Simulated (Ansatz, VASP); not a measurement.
One calculation of ZnS, two programs

```
Zn S
1.0
     3.79394    0.00000    0.00000
    -1.89697    3.28565    0.00000
     0.00000    0.00000    6.23549
Zn S
2 2
Cartesian
  0.0000 2.1904 0.0350
  1.8970 1.0952 3.1527
  0.0000 2.1904 2.3657
  1.8970 1.0952 5.4834
```

Alike in both runs: functional PBE; dispersion D3(BJ); k mesh 12 × 12 × 6; occupations gaussian, width 0.02 eV; no spin polarisation.

Ansatz relaxed the structure, and its values are those at the end. VASP's run is a single point on that final structure, the one shown.

|  | VASP | Ansatz |
| --- | --- | --- |
| version | VASP 6.6.1 | Ansatz 0.2.0 |
| potentials or method | VASP PAW PBE potentials, release 64 (Zn, S), cutoff 520 eV | scalar-relativistic, plane waves, PAW |
| valence electrons in the cell | 36 | 36 |

Ansatz gave:

| Quantity | Value |
| --- | --- |
| gap on the k mesh at the Fermi level (eV) | 2.24 |
| least direct gap on the mesh (eV) | 2.24 |
| pressure (GPa) | 0.0 |

Q: Estimate VASP's values.

A: gap on the k mesh at the Fermi level (eV): 2.25; least direct gap on the mesh (eV): 2.25; pressure (GPa): 0.2.
